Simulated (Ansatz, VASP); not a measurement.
Two plane-wave programs on AlB2H2

```xyz
5
Lattice="-1.3369 1.5821 4.0234 1.3369 -1.5821 4.0234 1.3369 1.5821 -4.0234" Properties=species:S:1:pos:R:3 pbc="T T T"
Al    0.0000    0.0000    0.0000
B     0.0000    1.5821    2.0712
B     1.3369    0.0000    1.9522
H     0.4233    0.0000    4.0234
H     0.9137    1.5821    0.0000
```

Change from the starting cell: species swapped into the CoB2W2 type (Immm, No. 71).

Alike in both runs: functional PBE; k mesh 18 × 18 × 18; occupations gaussian, width 0.1 eV; no spin polarisation.

Ansatz relaxed the structure, and its values are those at the end. VASP's run is a single point on that final structure, the one shown.

|  | VASP | Ansatz |
| --- | --- | --- |
| version | VASP 6.6.1 | Ansatz 0.2.0 |
| potentials or method | VASP PAW PBE potentials, release 64 (Al, B, H), cutoff 520 eV | scalar-relativistic, plane waves, PAW |
| valence electrons in the cell | 11 | 11 |

|  | VASP | Ansatz | Ansatz less VASP |
| --- | --- | --- | --- |
| gap on the k mesh at the Fermi level (eV) | none | none | - |
| pressure (GPa) | -0.2 | 0.0 | +0.14 |

A gap of «none» marks a metal or a gap that the smearing closes.
